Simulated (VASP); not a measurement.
# GaN: single point with PBEsol

GaN:

```
Ga N
1.0
     3.23002    0.00000    0.00000
    -1.61501    2.79728    0.00000
     0.00000    0.00000    5.09416
Ga N
2 2
Direct
  0.33333 0.66667 0.99919
  0.66667 0.33333 0.49919
  0.33333 0.66667 0.37581
  0.66667 0.33333 0.87581
```

```json
{"Program": "VASP 6.6.1", "Task": "single point", "Functional": "PBEsol", "Potentials or basis": "VASP PAW PBE potentials, release 64 (Ga_d, N)", "Cutoff": "520 eV", "k mesh": "9 × 9 × 5", "Occupations": "gaussian, width 0.02 eV", "Spin": "no spin polarisation", "Dipole correction": "no", "Further INCAR settings": "ALGO = Normal; EDIFF = 1e-07; NBANDS = 26"}
```

The pressure is -2.1 GPa, the largest force is 0.350 eV/Å and the band gap on the k mesh is 1.83 eV, direct.

Forces in eV/Å, atoms in the order of the input:
```
Ga   0.000  0.000 -0.350
Ga   0.000  0.000 -0.350
N    0.000  0.000  0.350
N    0.000  0.000  0.350
```

Stress tensor (GPa, compression positive):
```
-6.19  0.00  0.00
 0.00 -6.19  0.00
 0.00  0.00  6.12
```

Levels at points of the mesh, in eV from the valence-band top:
```
           k point  band 16  band 17  band 18  band 19  band 20  band 21
(0.00, 0.00, 0.00)    -0.05    -0.05     0.00     1.83     3.82     9.27
```

Run time: 52 s on 1 thread of Intel(R) Xeon(R) 6975P-C (Granite Rapids) (shared host), peak memory 0.18 GiB.

Caveat: the PAW data sets were made with another functional, which shifts forces and pressure a little. As with any semilocal functional, this PBEsol gap is likely too small.
